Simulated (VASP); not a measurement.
Set up this calculation in VASP 6.6.1, as the native input.

| Quantity | Value |
| --- | --- |
| Task | single point |
| Functional | r2SCAN |
| Potentials or basis | VASP PAW PBE potentials, release 64 (Al) |
| Cutoff | 520 eV |
| k mesh | 12 × 12 × 12 |
| Occupations | fermi-dirac, width 0.05 eV |
| Spin | no spin polarisation |
| Dipole correction | no |
| Further INCAR settings | ALGO = Normal; EDIFF = 1e-06; NBANDS = 8 |

Al:

```xyz
1
Lattice="0.0000 2.0710 2.0710 2.0710 0.0000 2.0710 2.0710 2.0710 0.0000" Properties=species:S:1:pos:R:3 pbc="T T T"
Al    0.0000    0.0000    0.0000
```

These files were run (other wordings do the same):

POSCAR

```
Al
1.0
    0.0000000000      2.0709890238      2.0709890238
    2.0709890238      0.0000000000      2.0709890238
    2.0709890238      2.0709890238      0.0000000000
Al
1
Direct
    0.0000000000      0.0000000000      0.0000000000
```

INCAR.step1

```
SYSTEM = Al
PREC = Accurate ; ENCUT = 520
ISMEAR = -1 ; SIGMA = 0.05
LREAL = .FALSE. ; LASPH = .TRUE.
NELM = 60 ; NBANDS = 8
GGA = PE ; ALGO = Normal
EDIFF = 1E-4 ; LWAVE = .TRUE.
LCHARG = .FALSE.
```

INCAR.step2

```
SYSTEM = Al
PREC = Accurate ; ENCUT = 520
EDIFF = 1E-6 ; ISMEAR = -1
SIGMA = 0.05 ; LREAL = .FALSE.
LASPH = .TRUE. ; NELM = 60
ALGO = Normal ; ISIF = 2
LWAVE = .FALSE. ; LCHARG = .FALSE.
METAGGA = R2SCAN ; LMIXTAU = .TRUE.
NBANDS = 8 ; ISTART = 1
```

KPOINTS

```
regular mesh
0
G
  12 12 12
  0 0 0
```

Potentials or basis: VASP PAW PBE potentials, release 64 (Al).

Launch:

```sh
$ cat potpaw_PBE.64/Al/POTCAR > POTCAR
$ cp INCAR.step1 INCAR
$ mpirun -np 1 vasp_std > vasp.out
$ cp INCAR.step2 INCAR
$ mpirun -np 1 vasp_std > vasp.out
```

Results of the run:

- Pressure: -7.9 GPa

Caveat: the PAW data sets were made with another functional, which shifts forces and pressure a little.

Run time: 21 s on 1 thread of Intel Xeon 6975P-C, with other jobs on the host, peak memory 0.14 GiB.
